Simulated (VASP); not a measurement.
# SiNi (Pmmn) in VASP: a series of runs, part 2 of 2

VASP 6.6.1.

### Step 3. Electric field gradients, PBE, collinear spin, ferromagnetic start (11.75 Å³/atom)

This run uses another cell than the first one, of 11.75 Å³/atom.

The input, INCAR:

```
ALGO     = Normal         # electronic algorithm
EDIFF    = 1E-8           # SCF threshold, eV
ENCUT    = 520            # plane-wave cutoff, eV
GGA      = PE             # functional
ISIF     = 2              # what is computed and relaxed
ISMEAR   = -1             # smearing method
ISPIN    = 2              # spin polarisation
LASPH    = T              # aspherical terms in the spheres
LCHARG   = F              # write CHGCAR
LEFG     = T            
LMAXMIX  = 4              # l up to which the mixer works
LORBIT   = 11             # projections on sites
LREAL    = F              # projectors in reciprocal space
LWAVE    = F              # write WAVECAR
MAGMOM   = 0 0 1.5 1.5    # initial moments
NBANDS   = 26             # bands
NELM     = 150            # most SCF steps
PREC     = Accurate       # precision mode
SIGMA    = 0.05           # smearing width, eV
```

The input, KPOINTS:

```
k-points
0
Gamma
  11 10 7
```

The input, POSCAR:

```
SiNi
1.0
    3.0366752898      0.0000000000      0.0000000000
    0.0000000000      3.2843754952      0.0000000000
    0.0000000000      0.0000000000      4.7133672907
Si Ni
2 2
Direct
    0.5000000000      0.5000000000      0.8423000000
    0.0000000000      0.0000000000      0.1577000000
    0.5000000000      0.5000000000      0.3442200000
    0.0000000000      0.0000000000      0.6557800000
```

Potentials or basis: VASP PAW PBE potentials, release 64 (Si, Ni).

Launch:

```sh
> cat potpaw_PBE.64/Si/POTCAR potpaw_PBE.64/Ni/POTCAR > POTCAR
> mpirun -np 1 vasp_std > vasp.out
```

OUTCAR:

```text
EDIFF = 1E-8
   ENCUT = 520
   GGA = PE
   ISIF = 2
   ISMEAR = -1
   ISPIN = 2
   LASPH = T
   LORBIT = 11
   LREAL = F
   NELM = 150
   PREC = Accurate

 ion  position               nearest neighbor table
   1  0.500  0.500  0.842-   3 2.35   3 2.37   4 2.40   4 2.40   4 2.40   4 2.40   2 2.69   2 2.69
                             2 2.69   2 2.69
   2  0.000  0.000  0.158-   4 2.35   4 2.37   3 2.40   3 2.40   3 2.40   3 2.40   1 2.69   1 2.69
                             1 2.69   1 2.69
   3  0.500  0.500  0.344-   1 2.35   1 2.37   2 2.40   2 2.40   2 2.40   2 2.40   4 2.68   4 2.68
                             4 2.68   4 2.68
   4  0.000  0.000  0.656-   2 2.35   2 2.37   1 2.40   1 2.40   1 2.40   1 2.40   3 2.68   3 2.68
                             3 2.68   3 2.68

  LATTYP: Found a simple orthorhombic cell.
 ALAT       =     3.0366752898
 B/A-ratio  =     1.0815695396
 C/A-ratio  =     1.5521472798

  Lattice vectors:

 A1 = (   3.0366752898,   0.0000000000,   0.0000000000)
 A2 = (   0.0000000000,   3.2843754952,   0.0000000000)
 A3 = (   0.0000000000,   0.0000000000,   4.7133672907)

Analysis of symmetry for initial positions (statically):
=====================================================================
 Subroutine PRICEL returns:
 Original cell was already a primitive cell.

 Routine SETGRP: Setting up the symmetry group for a
 simple orthorhombic supercell.

 Subroutine GETGRP returns: Found  8 space group operations
 (whereof  4 operations were pure point group operations)
 out of a pool of  8 trial point group operations.

The static configuration has the point symmetry C_2v.
 The point group associated with its full space group is D_2h.

[... 1601 lines left out ...]
  energy-cutoff  :      520.00
  volume of cell :       47.01
      direct lattice vectors                 reciprocal lattice vectors
     3.036675290  0.000000000  0.000000000     0.329307517  0.000000000  0.000000000
     0.000000000  3.284375495  0.000000000     0.000000000  0.304471886  0.000000000
     0.000000000  0.000000000  4.713367291     0.000000000  0.000000000  0.212162545

 POSITION                                       TOTAL-FORCE (eV/Angst)
 -----------------------------------------------------------------------------------
      1.51834      1.64219      3.97007         0.000000      0.000000      0.075661
      0.00000      0.00000      0.74330         0.000000      0.000000     -0.075661
      1.51834      1.64219      1.62244         0.000000      0.000000     -0.145109
      0.00000      0.00000      3.09093         0.000000      0.000000      0.145109
 -----------------------------------------------------------------------------------
    total drift:                                0.000000      0.000000      0.000000

  FREE ENERGIE OF THE ION-ELECTRON SYSTEM (eV)
  ---------------------------------------------------
  free  energy   TOTEN  =       -23.6066992399 eV

  energy  without entropy=      -23.5952458290  energy(sigma->0) =      -23.60097253

 Electric field gradients (V/A^2)
---------------------------------------------------------------------
 ion       V_xx      V_yy      V_zz      V_xy      V_xz      V_yz
---------------------------------------------------------------------
   1      24.880     9.063   -33.943     0.000     0.000     0.000
   2      24.880     9.063   -33.943     0.000    -0.000     0.000
   3       5.563     8.392   -13.956    -0.000    -0.000    -0.000
   4       5.563     8.392   -13.956    -0.000     0.000    -0.000
---------------------------------------------------------------------

 Electric field gradients after diagonalization (V/A^2)
 (convention: |V_zz| > |V_xx| > |V_yy|)
----------------------------------------------------------------------
 ion       V_xx      V_yy      V_zz     asymmetry (V_yy - V_xx)/ V_zz
----------------------------------------------------------------------
   1      24.880     9.063   -33.943       0.466
   2      24.880     9.063   -33.943       0.466
   3       8.392     5.563   -13.956       0.203
   4       8.392     5.563   -13.956       0.203
----------------------------------------------------------------------

           NMR quadrupolar parameters

 Cq : quadrupolar parameter    Cq=e*Q*V_zz/h
 eta: asymmetry parameters     (V_yy - V_xx)/ V_zz
 Q  : nuclear electric quadrupole moment in mb (millibarn)
----------------------------------------------------------------------
 ion       Cq(MHz)       eta       Q (mb)
----------------------------------------------------------------------
   1      -0.082       0.466       1.000
   2      -0.082       0.466       1.000
   3      -0.034       0.203       1.000
   4      -0.034       0.203       1.000
----------------------------------------------------------------------

 total charge

# of ion       s       p       d       tot
------------------------------------------
    1        0.750   0.846   0.000   1.595
    2        0.750   0.846   0.000   1.595
    3        0.469   0.587   8.454   9.510
    4        0.469   0.587   8.454   9.510
--------------------------------------------------
tot          2.437   2.865  16.908  22.211

 magnetization (x)

# of ion       s       p       d       tot
------------------------------------------
    1       -0.000  -0.000   0.000  -0.000
    2       -0.000  -0.000   0.000  -0.000
    3       -0.000   0.000  -0.000  -0.000
    4       -0.000   0.000  -0.000  -0.000
--------------------------------------------------
tot         -0.000  -0.000  -0.000  -0.000
```

OSZICAR:

```text
N       E                     dE             d eps       ncg     rms          rms(c)
DAV:   1     0.147582313154E+03    0.14758E+03   -0.11592E+04 15032   0.124E+03
DAV:   2    -0.167026012026E+02   -0.16428E+03   -0.15192E+03 15078   0.260E+02
DAV:   3    -0.262127412098E+02   -0.95101E+01   -0.91343E+01 18084   0.704E+01
DAV:   4    -0.264093128383E+02   -0.19657E+00   -0.19599E+00 17648   0.913E+00
DAV:   5    -0.264144181982E+02   -0.51054E-02   -0.51043E-02 18582   0.157E+00    0.217E+01
DAV:   6    -0.321972844653E+02   -0.57829E+01   -0.43384E+01 18028   0.121E+02    0.271E+01
DAV:   7    -0.236471152180E+02    0.85502E+01   -0.18024E+01 18082   0.776E+01    0.357E+00
DAV:   8    -0.236432508827E+02    0.38643E-02   -0.11301E+00 22220   0.107E+01    0.233E+00
DAV:   9    -0.236078092556E+02    0.35442E-01   -0.14029E-01 20762   0.492E+00    0.577E-01
DAV:  10    -0.236070968327E+02    0.71242E-03   -0.47729E-03 21930   0.748E-01    0.321E-01
DAV:  11    -0.236068276468E+02    0.26919E-03   -0.45291E-04 22162   0.189E-01    0.197E-01
DAV:  12    -0.236067080227E+02    0.11962E-03   -0.23886E-04 21206   0.240E-01    0.512E-02
DAV:  13    -0.236067029286E+02    0.50941E-05   -0.25100E-05 22048   0.587E-02    0.232E-02
DAV:  14    -0.236067005210E+02    0.24076E-05   -0.22357E-06 23442   0.175E-02    0.962E-03
DAV:  15    -0.236066994136E+02    0.11074E-05   -0.83716E-07 22938   0.103E-02    0.235E-03
DAV:  16    -0.236066992447E+02    0.16893E-06   -0.12343E-07 20968   0.304E-03    0.843E-04
DAV:  17    -0.236066992340E+02    0.10692E-07   -0.59327E-09  8736   0.779E-04    0.337E-04
DAV:  18    -0.236066992399E+02   -0.58649E-08   -0.13245E-09  8218   0.306E-04
   1 F= -.23606699E+02 E0= -.23600973E+02  d E =-.114534E-01  mag=    -0.0000
```

stdout:

```text
POSCAR found type information on POSCAR SiNi
 POSCAR found :  2 types and       4 ions
 scaLAPACK will be used
 LDA part: xc-table for (Slater+PW92), standard interpolation
 POSCAR, INCAR and KPOINTS ok, starting setup
 FFT: planning ... GRIDC
 FFT: planning ... GRID_SOFT
 FFT: planning ... GRID
 WAVECAR not read
 entering main loop
ion   1

ion   2

ion   3

ion   4
```

Wall time 4 min (1 thread of Intel Xeon Platinum 8259CL at 2.50GHz (Skylake/Cascade Lake), shared host); peak memory 0.35 GiB.

Results:

```
Free energy                                           : -23.6067 eV
Pressure                                              : -0.7 GPa
Largest force                                         : 0.145 eV/Å
Band gap on the k mesh                                : zero (filled and empty bands overlap)
Net moment                                            : 0.00 μB per cell
Largest electric field gradient by atom               : Si -33.9; Ni -14.0 V/Å²
Valence electrons inside the program's atomic spheres : Si 1.59; Ni 9.51
```

Forces on the atoms (eV/Å):
```
Si   0.000  0.000  0.076
Si   0.000  0.000 -0.076
Ni   0.000  0.000 -0.145
Ni   0.000  0.000  0.145
```

Electric field gradients, principal values (V/Å²):
| atom | least | middle | greatest (by size) |
| --- | --- | --- | --- |
| 1 Si | 9.063 | 24.880 | -33.943 |
| 2 Si | 9.063 | 24.880 | -33.943 |
| 3 Ni | 5.563 | 8.392 | -13.956 |
| 4 Ni | 5.563 | 8.392 | -13.956 |

Caveat: without QUAD_EFG the Cq values of the log hold for a quadrupole moment of 1 mb, not for the nuclei.

### Step 4. Single point, PBE, collinear spin, ferromagnetic start

This run uses another cell than the first one, of 11.64 Å³/atom.

The input, POSCAR:

```
SiNi
1.0
    3.0266200000      0.0000000000      0.0000000000
    0.0000000000      3.2735000000      0.0000000000
    0.0000000000      0.0000000000      4.6977600000
Si Ni
2 2
Direct
    0.5000000000      0.5000000000      0.8423000000
    0.0000000000      0.0000000000      0.1577000000
    0.5000000000      0.5000000000      0.3442200000
    0.0000000000      0.0000000000      0.6557800000
```

The input, INCAR.step1:

```
PREC = Accurate
ENCUT = 520
EDIFF = 1E-6
ISMEAR = -1
SIGMA = 0.05
LREAL = F
LASPH = T
NELM = 150
ALGO = Normal
ISIF = 2
LWAVE = F
LCHARG = T
ISPIN = 2
MAGMOM = 0 0 1.5 1.5
LMAXMIX = 4
GGA = PE
NBANDS = 26
```

The input, KPOINTS.step1:

```
Automatic mesh
0
Gamma
  11 10 7
```

The input, INCAR.step2:

```
PREC = Accurate
ENCUT = 520
EDIFF = 1E-6
ISMEAR = -5
SIGMA = 0.05
LREAL = F
LASPH = T
NELM = 150
ALGO = Normal
ISIF = 2
LWAVE = F
LCHARG = F
ISPIN = 2
MAGMOM = 0 0 1.5 1.5
LORBIT = 11
LMAXMIX = 4
GGA = PE
NEDOS = 2001
ICHARG = 11
```

The input, KPOINTS.step2:

```
Automatic mesh
0
Gamma
  17 15 11
```

Launch:

```sh
> cat potpaw_PBE.64/Si/POTCAR potpaw_PBE.64/Ni/POTCAR > POTCAR
> cp INCAR.step1 INCAR
> cp KPOINTS.step1 KPOINTS
> mpirun -np 1 vasp_std > vasp.out
> cp INCAR.step2 INCAR
> cp KPOINTS.step2 KPOINTS
> mpirun -np 1 vasp_std > vasp.out
```

Wall time 14 min (1 thread of Oxide Virtual Turin-like, shared host); peak memory 0.63 GiB.

It converged, with:

```yaml
Net_moment: 0.00 μB per cell
Valence_electrons_inside_the_program's_atomic_spheres: Si 1.60; Ni 9.53
```

Levels at points of the mesh, in eV from the Fermi level:
Spin up:
```tsv
k point	band 10	band 11	band 12	band 13	band 14	band 15	band 16	band 17	band 18	band 19
(0.00, 0.00, 0.00)	-2.57	-2.31	-1.95	-1.94	-1.07	0.76	2.94	5.08	5.34	6.78
```
Spin down:
| k point | band 12 | band 13 | band 14 | band 15 | band 16 | band 17 |
| --- | --- | --- | --- | --- | --- | --- |
| (0.00, 0.00, 0.00) | -1.95 | -1.94 | -1.07 | 0.76 | 2.94 | 5.08 |

Caveat: tetrahedron occupations give inexact forces and stress in metals.
